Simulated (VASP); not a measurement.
# BN (P6_3/mmc) in VASP: single point with r2SCAN

Aim: the single point of BN with r2SCAN.

Program: VASP 6.6.1. These are calculated values, not measurements. Logs are shortened: lines on timing, memory, paths and dates and some standing lists are left out, and cuts for length are marked.

### Step 1. The cell of the first run

It takes space group P6_3/mmc (No. 194, hexagonal). Conventional cell: a = 2.504 Å, b = 2.504 Å, c = 6.661 Å, α = 90.00°, β = 90.00°, γ = 120.00°. Within 1.9 Å of B (site symmetry -6m2) lie 3 N at 1.45 Å. Within 1.9 Å of N (site symmetry -6m2) lie 3 B at 1.45 Å.

### Step 2. Single point, r2SCAN

POSCAR reads:

```
BN
1.0
    2.5039917043      0.0000000000      0.0000000000
   -1.2519958522      2.1685204268      0.0000000000
    0.0000000000      0.0000000000      6.6612000000
B N
2 2
Direct
    0.3333333333      0.6666666667      0.2500000000
    0.6666666667      0.3333333333      0.7500000000
    0.3333333333      0.6666666667      0.7500000000
    0.6666666667      0.3333333333      0.2500000000
```

INCAR.step1 reads:

```
SYSTEM = BN
ALGO = Normal
EDIFF = 1E-4
ENCUT = 520
GGA = PE
ISMEAR = 0
LASPH = .True.
LCHARG = .False.
LREAL = .False.
LWAVE = .True.
NBANDS = 16
NELM = 80
PREC = Accurate
SIGMA = 0.05
```

INCAR.step2 reads:

```
SYSTEM = BN
ALGO = Normal
EDIFF = 1E-6
ENCUT = 520
ISIF = 2
ISMEAR = 0
ISTART = 1
LASPH = .True.
LCHARG = .False.
LMIXTAU = .True.
LREAL = .False.
LWAVE = .False.
METAGGA = R2SCAN
NBANDS = 16
NELM = 80
PREC = Accurate
SIGMA = 0.05
```

KPOINTS reads:

```
k-points
0
Gamma
  12 12 4
  0 0 0
```

Potentials or basis: VASP PAW PBE potentials, release 64 (B, N).

The run is started by

```console
cat potpaw_PBE.64/B/POTCAR potpaw_PBE.64/N/POTCAR > POTCAR
cp INCAR.step1 INCAR
mpirun -np 1 vasp_std > vasp.out
cp INCAR.step2 INCAR
mpirun -np 1 vasp_std > vasp.out
```

OUTCAR:

```text
SYSTEM = BN
   EDIFF = 1E-6
   ENCUT = 520
   ISIF = 2
   ISMEAR = 0
   ISTART = 1
   LASPH = .True.
   LREAL = .False.
   METAGGA = R2SCAN
   NELM = 80
   PREC = Accurate

 ion  position               nearest neighbor table
   1  0.333  0.667  0.250-   4 1.45   4 1.45   4 1.45
   2  0.667  0.333  0.750-   3 1.45   3 1.45   3 1.45
   3  0.333  0.667  0.750-   2 1.45   2 1.45   2 1.45
   4  0.667  0.333  0.250-   1 1.45   1 1.45   1 1.45

  LATTYP: Found a hexagonal cell.
 ALAT       =     2.5039917043
 C/A-ratio  =     2.6602324555

  Lattice vectors:

 A1 = (   2.5039917043,   0.0000000000,   0.0000000000)
 A2 = (  -1.2519958522,   2.1685204268,   0.0000000000)
 A3 = (   0.0000000000,   0.0000000000,   6.6612000000)

Analysis of symmetry for initial positions (statically):
=====================================================================
 Subroutine PRICEL returns:
 Original cell was already a primitive cell.

 Routine SETGRP: Setting up the symmetry group for a
 hexagonal supercell.

 Subroutine GETGRP returns: Found 24 space group operations
 (whereof 12 operations were pure point group operations)
 out of a pool of 24 trial point group operations.

The static configuration has the point symmetry D_3d.
 The point group associated with its full space group is D_6h.

Analysis of symmetry for dynamics (positions and initial velocities):
=====================================================================
 Subroutine PRICEL returns:
 Original cell was already a primitive cell.

 Routine SETGRP: Setting up the symmetry group for a
 hexagonal supercell.

 Subroutine GETGRP returns: Found 24 space group operations
 (whereof 12 operations were pure point group operations)
 out of a pool of 24 trial point group operations.

The dynamic configuration has the point symmetry D_3d.
 The point group associated with its full space group is D_6h.

 Subroutine INISYM returns: Found 24 space group operations
 (whereof 12 operations are pure point group operations),
 and found     1 'primitive' translations

----------------------------------------------------------------------------------------

                                     Primitive cell

  volume of cell :      36.1700

  direct lattice vectors                    reciprocal lattice vectors
     2.503991704  0.000000000  0.000000000     0.399362345  0.230571958  0.000000000
    -1.251995852  2.168520427  0.000000000     0.000000000  0.461143915  0.000000000
     0.000000000  0.000000000  6.661200000     0.000000000  0.000000000  0.150123101

  length of vectors
     2.503991704  2.503991704  6.661200000     0.461143915  0.461143915  0.150123101

  position of ions in fractional coordinates (direct lattice)
     0.333333333  0.666666667  0.250000000
     0.666666667  0.333333333  0.750000000
     0.333333333  0.666666667  0.750000000
     0.666666667  0.333333333  0.250000000

  ion indices of the primitive-cell ions
   primitive index   ion index
                 1           1
                 2           2
                 3           3
                 4           4

----------------------------------------------------------------------------------------

 KPOINTS: k-points

Automatic generation of k-mesh.
 Grid dimensions read from file:
 generate k-points for:   12   12    4

 Generating k-lattice:

  Cartesian coordinates                     Fractional coordinates (reciprocal lattice)
     0.033280195  0.019214330  0.000000000     0.083333333 -0.000000000  0.000000000
     0.000000000  0.038428660  0.000000000     0.000000000  0.083333333  0.000000000
     0.000000000  0.000000000  0.037530775     0.000000000  0.000000000  0.250000000

  Length of vectors
     0.038428660  0.038428660  0.037530775

  Shift w.r.t. Gamma in fractional coordinates (k-lattice)
     0.000000000  0.000000000  0.000000000

 Subroutine IBZKPT returns following result:
 ===========================================

 Found     57 irreducible k-points:

 Following reciprocal coordinates:
            Coordinates               Weight
  0.000000  0.000000  0.000000      1.000000
  0.083333  0.000000  0.000000      6.000000
  0.166667  0.000000  0.000000      6.000000
  0.250000  0.000000  0.000000      6.000000
  0.333333  0.000000  0.000000      6.000000
  0.416667  0.000000  0.000000      6.000000
[... 16 lines left out ...]
  0.250000  0.000000  0.250000     12.000000
  0.333333  0.000000  0.250000     12.000000
 [... further k-points ...]
   k-points           NKPTS =     57   k-points in BZ     NKDIM =     57   number of bands    NBANDS=     16
   number of dos      NEDOS =    301   number of ions     NIONS =      4
   total plane-waves  NPLWV =  20000
   dimension x,y,z NGX =    20 NGY =   20 NGZ =   50
   dimension x,y,z NGXF=    40 NGYF=   40 NGZF=  100
   ions per type =               2   2
   NGX,Y,Z   is equivalent  to a cutoff of  13.28, 13.28, 12.48 a.u.
   NGXF,Y,Z  is equivalent  to a cutoff of  26.56, 26.56, 24.96 a.u.
 SYSTEM =  BN
   PREC   = accura    normal or accurate (medium, high low for compatibility)
   ISTART =      1    job   : 0-new  1-cont  2-samecut
   ICHARG =      0    charge: 1-file 2-atom 10-const
   ISPIN  =      1    spin polarized calculation?
   LNONCOLLINEAR =      F non collinear calculations
   LSORBIT =      F    spin-orbit coupling
   LASPH  =      T    aspherical Exc in radial PAW
   ENCUT  =  520.0 eV  38.22 Ry    6.18 a.u.   4.66  4.66 12.39*2*pi/ulx,y,z
   NELM   =     80;   NELMIN=  2; NELMDL=  0     # of ELM steps
   EDIFF  = 0.1E-05   stopping-criterion for ELM
   LREAL  =      F    real-space projection
   EDIFFG = 0.1E-04   stopping-criterion for IOM
   NSW    =      0    number of steps for IOM
   IBRION =     -1    ionic relax: 0-MD 1-quasi-New 2-CG
   NFREE  =      0    steps in history (QN), initial steepest desc. (CG)
   ISIF   =      2    stress and relaxation
   ISYM   =      2    0-nonsym 1-usesym 2-fastsym
   POTIM  = 0.5000    time-step for ionic-motion
   TEBEG  =    0.0;   TEEND  =   0.0 temperature during run
   PSTRESS=    0.0 pullay stress
   NELECT =      16.0000    total number of electrons
   NUPDOWN=      -1.0000    fix difference up-down
   EMIN   =  10.00;   EMAX   =-10.00  energy-range for DOS
   EFERMI =   0.00;   METHOD = LEGACY
   ISMEAR =     0;   SIGMA  =   0.05  broadening in eV -4-tet -1-fermi 0-gaus
   EFERMI_NEDOS =   21; number of points for ismear=-14 and -15
   IALGO  =     38    algorithm
   IMIX   =      4    mixing-type and parameters
     AMIX     =   0.40;   BMIX     =  1.00
     AMIX_MAG =   1.60;   BMIX_MAG =  1.00
  volume/ion in A,a.u.               =       9.04        61.02
  Fermi-wavevector in a.u.,A,eV,Ry     =   1.247379  2.357205 21.170055  1.555955
  Thomas-Fermi vector in A             =   2.381514
   LORBIT       =      0    0 simple, 1 ext, 2 COOP (PROOUT), +10 PAW based schemes
   METAGGA = R2SCAN    functional components
   LHFCALC =     F    Hartree Fock is set to
   AEXX    =    0.0000 exact exchange contribution
   IVDW    =     0    specifies the selected vdW correction
   LEPSILON=     F    determine dielectric tensor
   LRPA    =     F    only Hartree local field effects (RPA)
 non-spin polarized calculation
 Gauss-broadening in eV      SIGMA  =   0.05
  energy-cutoff  :      520.00
  volume of cell :       36.17
 maximum number of plane-waves:       992
 NGX is ok and might be reduce to    20
   NGX =  9   NGY =  9   NGZ = 25

 number of electron      15.9999998 magnetization

 Free energy of the ion-electron system (eV)
  ---------------------------------------------------
  ext. energy  EPLUGINS =         0.00000000
  ---------------------------------------------------
  free energy    TOTEN  =       -38.59329051 eV

  energy without entropy =      -38.59329051  energy(sigma->0) =      -38.59329051

 E-fermi :   2.1931     XC(G=0): -10.7171

 val. band max:        1.9867686060   @ k =   0.3333   0.3333   0.5000
 cond. band min:       6.8658327395   @ k =   0.5000   0.0000   0.0000
 fundamental gap:      4.8790641335
 Fermi energy:         2.1931122874

 k-point     1 :       0.0000    0.0000    0.0000
  band No.  band energies     occupation
      1     -16.8015      2.00000
      2     -16.5174      2.00000
      3      -4.3720      2.00000
      4      -2.2157      2.00000
      5       0.6348      2.00000
      6       0.6348      2.00000
[... 8 lines left out ...]
     15      15.0367      0.00000
     16      16.2962      0.00000

 k-point     2 :       0.0833    0.0000    0.0000
  band No.  band energies     occupation
      1     -16.6599      2.00000
      2     -16.3803      2.00000
      3      -4.1780      2.00000
      4      -2.0408      2.00000
      5       0.0473      2.00000
      6       0.0809      2.00000
[... 8 lines left out ...]
     15      15.5449      0.00000
     16      15.7351      0.00000

 k-point     3 :       0.1667    0.0000    0.0000
  band No.  band energies     occupation
      1     -16.2432      2.00000
      2     -15.9771      2.00000
      3      -3.6033      2.00000
      4      -1.5271      2.00000
      5      -1.4411      2.00000
      6      -1.4002      2.00000
[... 8 lines left out ...]
     15      16.7333      0.00000
     16      16.7451      0.00000

 k-point     4 :       0.2500    0.0000    0.0000
  band No.  band energies     occupation
      1     -15.5808      2.00000
      2     -15.3384      2.00000
      3      -3.3268      2.00000
      4      -3.2651      2.00000
      5      -2.6749      2.00000
      6      -1.0627      2.00000
[... 8 lines left out ...]
     15      18.3309      0.00000
     16      19.0191      0.00000
[... 324 lines left out ...]
 k-point    22 :       0.1667    0.0000    0.2500
  band No.  band energies     occupation
      1     -16.2061      2.00000
      2     -16.0180      2.00000
      3      -3.3523      2.00000
      4      -1.9221      2.00000
      5      -1.4284      2.00000
      6      -1.3805      2.00000
[... 8 lines left out ...]
     15      16.6287      0.00000
     16      16.7146      0.00000

 k-point    23 :       0.2500    0.0000    0.2500
  band No.  band energies     occupation
      1     -15.5468      2.00000
      2     -15.3755      2.00000
      3      -3.3308      2.00000
      4      -3.2808      2.00000
      5      -2.4162      2.00000
      6      -1.0542      2.00000
[... 8 lines left out ...]
     15      19.0355      0.00000
     16      19.1215      0.00000

 k-point    24 :       0.3333    0.0000    0.2500
  band No.  band energies     occupation
      1     -14.7163      2.00000
      2     -14.5725      2.00000
      3      -5.1878      2.00000
      4      -5.1300      2.00000
      5      -1.7108      2.00000
      6      -1.6665      2.00000
[... 8 lines left out ...]
     15      19.7973      0.00000
     16      21.7307      0.00000

 [... further k-points ...]
[... 5 lines left out ...]
  --------------------------------------------------------------------------------------
  -------------------------------------------------------------------------------------
  Total       -0.1393226     -0.1393226      0.1273152      0.0000000      0.0000000      0.0000000
  in kB       -6.1713954     -6.1713954      5.6395174      0.0000000      0.0000000      0.0000000
  external PRESSURE =      -2.2344245 kB  Pullay stress =       0.0000000 kB

 VOLUME and BASIS-vectors are now :
 -----------------------------------------------------------------------------
  energy-cutoff  :      520.00
  volume of cell :       36.17
      direct lattice vectors                 reciprocal lattice vectors
     2.503991704  0.000000000  0.000000000     0.399362345  0.230571958  0.000000000
    -1.251995852  2.168520427  0.000000000     0.000000000  0.461143915  0.000000000
     0.000000000  0.000000000  6.661200000     0.000000000  0.000000000  0.150123101

 POSITION                                       TOTAL-FORCE (eV/Angst)
 -----------------------------------------------------------------------------------
     -0.00000      1.44568      1.66530        -0.000000      0.000000      0.000000
      1.25200      0.72284      4.99590         0.000000      0.000000      0.000000
     -0.00000      1.44568      4.99590        -0.000000      0.000000      0.000000
      1.25200      0.72284      1.66530         0.000000     -0.000000      0.000000
 -----------------------------------------------------------------------------------
    total drift:                               -0.000000      0.000000      0.000000

  FREE ENERGIE OF THE ION-ELECTRON SYSTEM (eV)
  ---------------------------------------------------
  free  energy   TOTEN  =       -38.5932905113 eV

  energy  without entropy=      -38.5932905113  energy(sigma->0) =      -38.59329051
```

It took 96 s on 1 thread of Intel Xeon Platinum 8259CL at 2.50GHz (Skylake/Cascade Lake), shared host; peak memory 0.16 GiB.

What came out:

```
Free energy            : -38.5933 eV
Pressure               : -0.2 GPa
Band gap on the k mesh : 4.88 eV, indirect (least direct gap 5.32 eV)
```

Caveat: the PAW data sets were made with another functional, which shifts forces and pressure a little.
